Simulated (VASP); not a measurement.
Input of a VASP 6.6.1 run:

File POSCAR:

```
PbO
1.0
    3.9632206696      0.0000000000      0.0000000000
    0.0000000000      3.9632206696      0.0000000000
    0.0000000000      0.0000000000      4.9763748258
Pb O
2 2
Direct
    0.0000000000      0.5000000000      0.2400000000
    0.5000000000      0.0000000000      0.7600000000
    0.0000000000      0.0000000000      0.0000000000
    0.5000000000      0.5000000000      0.0000000000
```

The input INCAR.step1:

```
PREC = Accurate ; ENCUT = 520
ISMEAR = 0 ; SIGMA = 0.01
LREAL = F ; LASPH = T
NELM = 80 ; NBANDS = 28
GGA = PE ; ALGO = Normal
EDIFF = 1E-4 ; LWAVE = T
LCHARG = F
```

File INCAR.step2:

```
PREC = Accurate ; ENCUT = 520
EDIFF = 1E-6 ; ISMEAR = 0
SIGMA = 0.01 ; LREAL = F
LASPH = T ; NELM = 80
ALGO = Normal ; ISIF = 2
LWAVE = F ; LCHARG = F
METAGGA = R2SCAN ; LMIXTAU = T
NBANDS = 28 ; ISTART = 1
```

File KPOINTS:

```
Automatic mesh
0
Gamma
  4 4 4
```

Potentials or basis: VASP PAW PBE potentials, release 64 (Pb_d, O).

Run with:

```bash
$ cat potpaw_PBE.64/Pb_d/POTCAR potpaw_PBE.64/O/POTCAR > POTCAR
$ cp INCAR.step1 INCAR
$ mpirun -np 1 vasp_std > vasp.out
$ cp INCAR.step2 INCAR
$ mpirun -np 1 vasp_std > vasp.out
```

(1) Estimate the pressure.

(2) Predict the band gap on the k mesh.

## Answers

(1) 2.0 GPa.

(2) 1.42 eV, indirect (least direct gap 2.58 eV).

Caveat: the PAW data sets were made with another functional, which shifts forces and pressure a little; spin-orbit coupling is left out, which moves the levels of the heavy elements.
